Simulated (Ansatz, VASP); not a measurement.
One calculation of Ti, two programs

```xyz
1
Lattice="-1.6410 1.6410 1.6410 1.6410 -1.6410 1.6410 1.6410 1.6410 -1.6410" Properties=species:S:1:pos:R:3 pbc="T T T"
Ti    0.0000    0.0000    0.0000
```

Alike in both runs: task single point; functional PBE; k mesh 4 × 4 × 4; occupations fermi-dirac, width 0.03 eV; no spin polarisation.

|  | VASP | Ansatz |
| --- | --- | --- |
| version | VASP 6.6.1 | Ansatz 0.2.0 |
| potentials or method | VASP PAW PBE potentials, release 64 (Ti_sv), cutoff 520 eV | all-electron LAPW, scalar-relativistic |

Ansatz gave:

| Quantity | Value |
| --- | --- |
| gap on the k mesh at the Fermi level (eV) | none |
| pressure (GPa) | -1.5 |

**Question.** What did VASP give for the same quantities?

**Answer.** gap on the k mesh at the Fermi level (eV): none; pressure (GPa): -1.7.

A gap of «none» marks a metal or a gap that the smearing closes. Ansatz ran all-electron here, and VASP with PAW potentials.

The k mesh is coarse, so the values compare programs but aren't converged. Noted on Ansatz's run: the k mesh is thin for a metal, which can move the energy by tens of meV per atom.
